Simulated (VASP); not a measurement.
Write the native input for VASP 6.6.1 that does the following.

```
Task                   : single point
Functional             : r2SCAN
Potentials or basis    : VASP PAW PBE potentials, release 64 (Ca_sv)
Cutoff                 : 520 eV
k mesh                 : 9 × 6 × 17
Occupations            : gaussian, width 0.1 eV
Spin                   : no spin polarisation
Dipole correction      : no
Further INCAR settings : ALGO = Normal; EDIFF = 1e-06; NBANDS = 11; ISYM = 0
```

Crystal: Ca.

```
Ca
1.0
     3.93775    0.00000    0.00000
     0.00000    5.56882    0.00000
     1.96887    2.78441    1.96887
Ca
1
Direct
  0.00000 0.00000 0.00000
```

One way to write it, as run:

POSCAR

```
Ca
1.0
    3.9377489994      0.0000000000      0.0000000000
    0.0000000000      5.5688180402      0.0000000000
    1.9688744997      2.7844090201      1.9688744997
Ca
1
Direct
    0.0000000000      0.0000000000      0.0000000000
```

INCAR.step1

```
PREC = Accurate
ENCUT = 520
ISMEAR = 0
SIGMA = 0.1
LREAL = F
LASPH = T
NELM = 60
NBANDS = 11
ISYM = 0
GGA = PE
ALGO = Normal
EDIFF = 1E-4
LWAVE = T
LCHARG = F
```

INCAR.step2

```
PREC = Accurate
ENCUT = 520
EDIFF = 1E-6
ISMEAR = 0
SIGMA = 0.1
LREAL = F
LASPH = T
NELM = 60
ALGO = Normal
ISIF = 2
LWAVE = F
LCHARG = F
METAGGA = R2SCAN
LMIXTAU = T
NBANDS = 11
ISYM = 0
ISTART = 1
```

KPOINTS

```
Automatic mesh
0
Gamma
  9 6 17
```

Potentials or basis: VASP PAW PBE potentials, release 64 (Ca_sv).

Run with:

```console
$ cat potpaw_PBE.64/Ca_sv/POTCAR > POTCAR
$ cp INCAR.step1 INCAR
$ mpirun -np 1 vasp_std > vasp.out
$ cp INCAR.step2 INCAR
$ mpirun -np 1 vasp_std > vasp.out
```

It gave:

* Pressure: 0.1 GPa
* Band gap on the k mesh: zero (bands 5 and 6 overlap by 0.52 eV)

Caveat: the PAW data sets were made with another functional, which shifts forces and pressure a little.

It took 7.9 min on 1 thread of Intel(R) Xeon(R) 6975P-C (Granite Rapids) (shared host), peak memory 0.36 GiB.
